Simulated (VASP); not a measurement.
A run of VASP 6.6.1:

File INCAR:

```
SYSTEM = W2Cl3
PREC = Accurate
ENCUT = 520
EDIFF = 1E-6
ISMEAR = 0
SIGMA = 0.2
LREAL = .FALSE.
LASPH = .TRUE.
NELM = 100
ALGO = Normal
ISIF = 2
LWAVE = .FALSE.
LCHARG = .FALSE.
GGA = PE
NBANDS = 32
```

Contents of KPOINTS:

```
Automatic mesh
0
G
  4 4 3
  0 0 0
```

Contents of POSCAR:

```
W2Cl3
1.0
    5.6482579074      0.0000000033      0.0000000000
   -2.8241289565      4.8915348333      0.0000000000
    0.0000000000      0.0000000000      4.7787712038
W Cl
2 3
Direct
    0.0000000000      0.0000000000      0.7747781517
    0.0000000000      0.0000000000      0.2252218483
    0.5000000000      0.0000000000      0.5000000000
    0.0000000000      0.5000000000      0.5000000000
    0.5000000000      0.5000000000      0.5000000000
```

Potentials or basis: VASP PAW PBE potentials, release 64 (W_sv, Cl).

The run is started by

```sh
$ cat potpaw_PBE.64/W_sv/POTCAR potpaw_PBE.64/Cl/POTCAR > POTCAR
$ mpirun -np 1 vasp_std > vasp.out
```

Hardware: 1 thread of Intel(R) Xeon(R) 6975P-C (Granite Rapids) (shared host).

**Question.** Estimate the wall time of this run.

**Answer.** It took 32 s on 1 thread of Intel(R) Xeon(R) 6975P-C (Granite Rapids), on a shared host, peak memory 0.25 GiB. Counts: scf iterations 15, k points 8.
